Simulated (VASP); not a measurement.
# CaZn2 in VASP: further runs, part 2 of 2

VASP 6.6.1. The steps go on from the part before.

## Step 3: Single point, PBE

This run uses another cell than the first one.

INCAR

```
SYSTEM = CaZn2
PREC     = Accurate       ! precision mode
ENCUT    = 520            ! plane-wave cutoff, eV
EDIFF    = 1E-6           ! SCF threshold, eV
ISMEAR   = 0              ! smearing method
SIGMA    = 0.1            ! smearing width, eV
LREAL    = .False.        ! projectors in reciprocal space
LASPH    = .True.         ! aspherical terms in the spheres
NELM     = 100            ! most SCF steps
ALGO     = Normal         ! electronic algorithm
ISIF     = 2              ! what is computed and relaxed
LWAVE    = .False.        ! write WAVECAR
LCHARG   = .False.        ! write CHGCAR
LDIPOL   = .True.       
IDIPOL   = 3            
DIPOL    = 0.5 0.5 0.287
GGA      = PE             ! functional
NBANDS   = 24             ! bands
```

KPOINTS

```
Automatic mesh
0
Gamma
  12 12 1
  0 0 0
```

POSCAR

```
CaZn2
1.0
    4.1714440534      0.0000000000      0.0000000000
    0.0000000000      4.1714440534      0.0000000000
    0.0000000000      0.0000000000     29.6004754800
Ca Zn
1 2
Direct
    0.0000000000      0.0000000000      0.2871575494
    0.5000000000      0.5000000000      0.3298123662
    0.5000000000      0.5000000000      0.2445027326
```

Potentials or basis: VASP PAW PBE potentials, release 64 (Ca_sv, Zn).

Launch:

```
cat potpaw_PBE.64/Ca_sv/POTCAR potpaw_PBE.64/Zn/POTCAR > POTCAR
mpirun -np 1 vasp_std > vasp.out
```

OUTCAR:

```text
SYSTEM = CaZn2
   PREC = Accurate
   ENCUT = 520
   EDIFF = 1E-6
   ISMEAR = 0
   LREAL = .False.
   LASPH = .True.
   NELM = 100
   ISIF = 2
   GGA = PE

 ion  position               nearest neighbor table
   1  0.000  0.000  0.287-
   2  0.500  0.500  0.330-   3 2.53
   3  0.500  0.500  0.245-   2 2.53

  LATTYP: Found a simple tetragonal cell.
 ALAT       =     4.1714440534
 C/A-ratio  =     7.0959780597

  Lattice vectors:

 A1 = (   4.1714440534,   0.0000000000,   0.0000000000)
 A2 = (   0.0000000000,   4.1714440534,   0.0000000000)
 A3 = (   0.0000000000,   0.0000000000,  29.6004754800)

Analysis of symmetry for initial positions (statically):
=====================================================================
 Subroutine PRICEL returns:
 Original cell was already a primitive cell.

 Routine SETGRP: Setting up the symmetry group for a
 simple tetragonal supercell.

 Subroutine GETGRP returns: Found 16 space group operations
 (whereof  8 operations were pure point group operations)
 out of a pool of 16 trial point group operations.

The static configuration has the point symmetry C_4v.
 The point group associated with its full space group is D_4h.

Analysis of symmetry for dynamics (positions and initial velocities):
=====================================================================
 Subroutine PRICEL returns:
 Original cell was already a primitive cell.

 Routine SETGRP: Setting up the symmetry group for a
 simple tetragonal supercell.

 Subroutine GETGRP returns: Found 16 space group operations
 (whereof  8 operations were pure point group operations)
 out of a pool of 16 trial point group operations.

The dynamic configuration has the point symmetry C_4v.
 The point group associated with its full space group is D_4h.

 Subroutine INISYM returns: Found 16 space group operations
 (whereof  8 operations are pure point group operations),
 and found     1 'primitive' translations

----------------------------------------------------------------------------------------

                                     Primitive cell

  volume of cell :     515.0763

  direct lattice vectors                    reciprocal lattice vectors
     4.171444053  0.000000000  0.000000000     0.239725138  0.000000000  0.000000000
     0.000000000  4.171444053  0.000000000     0.000000000  0.239725138  0.000000000
     0.000000000  0.000000000 29.600475480     0.000000000  0.000000000  0.033783241

  length of vectors
     4.171444053  4.171444053 29.600475480     0.239725138  0.239725138  0.033783241

  position of ions in fractional coordinates (direct lattice)
     0.000000000  0.000000000  0.287157549
     0.500000000  0.500000000  0.329812366
     0.500000000  0.500000000  0.244502733

  ion indices of the primitive-cell ions
   primitive index   ion index
                 1           1
                 2           2
                 3           3

----------------------------------------------------------------------------------------

 KPOINTS: Automatic mesh

Automatic generation of k-mesh.
[... 24 lines left out ...]
  0.083333  0.000000  0.000000      4.000000
  0.166667  0.000000  0.000000      4.000000
  0.250000  0.000000  0.000000      4.000000
  0.333333  0.000000  0.000000      4.000000
  0.416667  0.000000  0.000000      4.000000
[... 16 lines left out ...]
  0.333333  0.333333  0.000000      4.000000
  0.416667  0.333333  0.000000      8.000000
 [... further k-points ...]
   k-points           NKPTS =     28   k-points in BZ     NKDIM =     28   number of bands    NBANDS=     24
   number of dos      NEDOS =    301   number of ions     NIONS =      3
   total plane-waves  NPLWV = 229376
   dimension x,y,z NGX =    32 NGY =   32 NGZ =  224
   dimension x,y,z NGXF=    64 NGYF=   64 NGZF=  448
   ions per type =               1   2
   NGX,Y,Z   is equivalent  to a cutoff of  12.75, 12.75, 12.58 a.u.
   NGXF,Y,Z  is equivalent  to a cutoff of  25.51, 25.51, 25.16 a.u.
 SYSTEM =  CaZn2
   PREC   = accura    normal or accurate (medium, high low for compatibility)
   ISTART =      0    job   : 0-new  1-cont  2-samecut
   ICHARG =      2    charge: 1-file 2-atom 10-const
   ISPIN  =      1    spin polarized calculation?
   LNONCOLLINEAR =      F non collinear calculations
   LSORBIT =      F    spin-orbit coupling
   LASPH  =      T    aspherical Exc in radial PAW
   ENCUT  =  520.0 eV  38.22 Ry    6.18 a.u.   7.76  7.76 55.04*2*pi/ulx,y,z
   NELM   =    100;   NELMIN=  2; NELMDL= -5     # of ELM steps
   EDIFF  = 0.1E-05   stopping-criterion for ELM
   LREAL  =      F    real-space projection
   EDIFFG = 0.1E-04   stopping-criterion for IOM
   NSW    =      0    number of steps for IOM
   IBRION =     -1    ionic relax: 0-MD 1-quasi-New 2-CG
   NFREE  =      0    steps in history (QN), initial steepest desc. (CG)
   ISIF   =      2    stress and relaxation
   ISYM   =      2    0-nonsym 1-usesym 2-fastsym
   POTIM  = 0.5000    time-step for ionic-motion
   TEBEG  =    0.0;   TEEND  =   0.0 temperature during run
   PSTRESS=    0.0 pullay stress
   NELECT =      34.0000    total number of electrons
   NUPDOWN=      -1.0000    fix difference up-down
   EMIN   =  10.00;   EMAX   =-10.00  energy-range for DOS
   EFERMI =   0.00;   METHOD = LEGACY
   ISMEAR =     0;   SIGMA  =   0.10  broadening in eV -4-tet -1-fermi 0-gaus
   EFERMI_NEDOS =   21; number of points for ismear=-14 and -15
   IALGO  =     38    algorithm
   IMIX   =      4    mixing-type and parameters
     AMIX     =   0.40;   BMIX     =  1.00
     AMIX_MAG =   1.60;   BMIX_MAG =  1.00
  volume/ion in A,a.u.               =     171.69      1158.64
  Fermi-wavevector in a.u.,A,eV,Ry     =   0.661623  1.250286  5.955883  0.437745
  Thomas-Fermi vector in A             =   1.734440
   LORBIT       =      0    0 simple, 1 ext, 2 COOP (PROOUT), +10 PAW based schemes
   GGA     = PE    functional components
   LHFCALC =     F    Hartree Fock is set to
   AEXX    =    0.0000 exact exchange contribution
   IVDW    =     0    specifies the selected vdW correction
   LEPSILON=     F    determine dielectric tensor
   LRPA    =     F    only Hartree local field effects (RPA)
 non-spin polarized calculation
 Gauss-broadening in eV      SIGMA  =   0.10
  energy-cutoff  :      520.00
  volume of cell :      515.08
 maximum number of plane-waves:     13916
 NGX is ok and might be reduce to    32
   NGX = 15   NGY = 15   NGZ =111

 dipolmoment           0.000000      0.000000     -0.000003 electrons x Angstroem

 number of electron      33.9999969 magnetization

 dipolmoment           0.000000      0.000000      0.000005 electrons x Angstroem

 Free energy of the ion-electron system (eV)
  ---------------------------------------------------
  ext. energy  EPLUGINS =         0.00000000
  ---------------------------------------------------
  free energy    TOTEN  =        -3.24099582 eV

  energy without entropy =       -3.23848514  energy(sigma->0) =       -3.23974048

 E-fermi :  -2.7239     XC(G=0):  -1.8756

 val. band max:       -2.8052710821   @ k =   0.5000   0.3333   0.0000
 cond. band min:      -2.6657456962   @ k =   0.0000   0.0000   0.0000
 fundamental gap:      0.1395253859
 Fermi energy:        -2.7239375421

 k-point     1 :       0.0000    0.0000    0.0000
  band No.  band energies     occupation
      1     -44.6508      2.00000
      2     -25.7318      2.00000
      3     -25.5873      2.00000
      4     -25.5873      2.00000
      5     -10.2673      2.00000
      6     -10.0293      2.00000
[... 637 lines left out ...]
     23       0.9169      0.00000
     24       1.2462      0.00000

 [... further k-points ...]

------------------------ aborting loop because EDIFF is reached ----------------------------------------

 vacuum level on the upper side and lower side of the slab       (xc-potential included)        -0.006        -0.006

  FORCE on cell =-STRESS in cart. coord.  units (eV):
  Direction    XX          YY          ZZ          XY          YZ          ZX
  --------------------------------------------------------------------------------------
  -------------------------------------------------------------------------------------
  Total       -0.2793280     -0.2793280      0.0725724      0.0000000     -0.0000000     -0.0000000
  in kB       -0.8688674     -0.8688674      0.2257409      0.0000000     -0.0000000     -0.0000000
  external PRESSURE =      -0.5039980 kB  Pullay stress =       0.0000000 kB

 VOLUME and BASIS-vectors are now :
 -----------------------------------------------------------------------------
  energy-cutoff  :      520.00
  volume of cell :      515.08
      direct lattice vectors                 reciprocal lattice vectors
     4.171444053  0.000000000  0.000000000     0.239725138  0.000000000  0.000000000
     0.000000000  4.171444053  0.000000000     0.000000000  0.239725138  0.000000000
     0.000000000  0.000000000 29.600475480     0.000000000  0.000000000  0.033783241

 POSITION                                       TOTAL-FORCE (eV/Angst)
 -----------------------------------------------------------------------------------
      0.00000      0.00000      8.50000        -0.000000     -0.000000     -0.000000
      2.08572      2.08572      9.76260         0.000000      0.000000      0.033732
      2.08572      2.08572      7.23740         0.000000     -0.000000     -0.033732
 -----------------------------------------------------------------------------------
    total drift:                                0.000000      0.000000      0.000501

  FREE ENERGIE OF THE ION-ELECTRON SYSTEM (eV)
  ---------------------------------------------------
  free  energy   TOTEN  =        -3.2409958189 eV

  energy  without entropy=       -3.2384851353  energy(sigma->0) =       -3.23974048

 vacuum level on the upper side and lower side of the slab         0.859         0.859
```

Run time: 5.6 min. Hardware: 1 thread of Intel Xeon Platinum 8488C (Sapphire Rapids), shared host; peak memory 0.76 GiB.

What came out:

```yaml
Free_energy: -3.2410 eV
Largest_force: 0.034 eV/Å
Band_gap_on_the_k_mesh: zero (bands 17 and 18 overlap by 0.79 eV)
```

Forces on the atoms (eV/Å):
```
Ca   0.000  0.000  0.000
Zn   0.000  0.000  0.034
Zn   0.000  0.000 -0.034
```

Levels at points of the mesh, in eV from the Fermi level:
| k point | band 14 | band 15 | band 16 | band 17 | band 18 | band 19 | band 20 | band 21 |
| --- | --- | --- | --- | --- | --- | --- | --- | --- |
| (0.00, 0.00, 0.00) | -6.96 | -6.03 | -2.92 | 0.06 | 1.33 | 2.41 | 2.41 | 2.79 |
| (0.50, 0.00, 0.00) | -6.93 | -4.73 | -2.18 | -1.99 | 0.75 | 1.28 | 1.68 | 2.18 |
| (0.50, 0.50, 0.00) | -6.90 | -4.30 | -0.80 | -0.47 | -0.47 | 0.51 | 0.51 | 2.16 |

The gap in the log of VASP goes by the Fermi energy; the results here count the filled bands.